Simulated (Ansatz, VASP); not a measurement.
Be: VASP beside Ansatz

INCAR

```
PREC     = Accurate       # precision mode
ENCUT    = 520            # plane-wave cutoff, eV
EDIFF    = 1E-6           # SCF threshold, eV
ISMEAR   = -1             # smearing method
SIGMA    = 0.05           # smearing width, eV
LREAL    = False          # projectors in reciprocal space
LASPH    = True           # aspherical terms in the spheres
NELM     = 80             # most SCF steps
ALGO     = Normal         # electronic algorithm
ISIF     = 2              # what is computed and relaxed
LWAVE    = False          # write WAVECAR
LCHARG   = False          # write CHGCAR
GGA      = PE             # functional
NBANDS   = 12             # bands
```

File KPOINTS:

```
regular mesh
0
Gamma
  9 9 14
```

Contents of POSCAR:

```
Be
1.0
    3.7216668396      0.0000000000      0.0000000000
    0.0000000000      3.7216668396      0.0000000000
    0.0000000000      0.0000000000      2.2659689346
Be
4
Direct
    0.2974080000      0.2974080000      0.0000000000
    0.7025920000      0.7025920000      0.0000000000
    0.2025920000      0.7974080000      0.5000000000
    0.7974080000      0.2025920000      0.5000000000
```

Input for Ansatz:

```yaml
crystal:
  lattice:
    - [3.7216668396, 0.0, 0.0]
    - [0.0, 3.7216668396, 0.0]
    - [0.0, 0.0, 2.2659689346]
  atoms:
    - { symbol: Be, position: [0.297408, 0.297408, 0.0] }
    - { symbol: Be, position: [0.702592, 0.702592, 0.0] }
    - { symbol: Be, position: [0.202592, 0.797408, 0.5] }
    - { symbol: Be, position: [0.797408, 0.202592, 0.5] }
kpoints:
  mp_grid: { grid: [9, 9, 14] }
  band_path:
    path:
      - [0.0, 0.0, 0.0]
      - [0.0, 0.5, 0.0]
      - [0.5, 0.5, 0.0]
      - [0.0, 0.0, 0.0]
      - [0.0, 0.0, 0.5]
      - [0.0, 0.5, 0.5]
      - [0.5, 0.5, 0.5]
      - [0.0, 0.0, 0.5]
      - [0.0, 0.5, 0.0]
    npoints: 5
scf:
  occupations: { method: fermi_dirac, width: 0.05 }
hamiltonian:
  xc: pbe
  pseudopotentials: { kind: all_electron, lapw: { basis_error: 0.001 } }
output:
  forces: true
  stress: true
  eigenvalues: true
```

Change from the starting cell: volume scaled by 0.98.

Alike in both runs: task single point; functional PBE; k mesh 9 × 9 × 14; occupations fermi-dirac, width 0.05 eV; no spin polarisation.

|  | VASP | Ansatz |
| --- | --- | --- |
| version | VASP 6.6.1 | Ansatz 0.2.0 |
| potentials or method | VASP PAW PBE potentials, release 64 (Be), cutoff 520 eV | all-electron LAPW, scalar-relativistic |

Ansatz gave:

* pressure (GPa): 2.4
* traceless stress, the component that is largest in VASP (GPa): -0.73
* rms of the force components (eV/Å): 0.003

Task: What did VASP give for the same quantities?

Result: Pressure (GPa): 2.6; traceless stress, the component that is largest in VASP (GPa): -0.73; rms of the force components (eV/Å): 0.005.

Atom by atom the forces differ by 0.001 eV/Å (rms over components). Ansatz ran all-electron here, and VASP with PAW potentials.
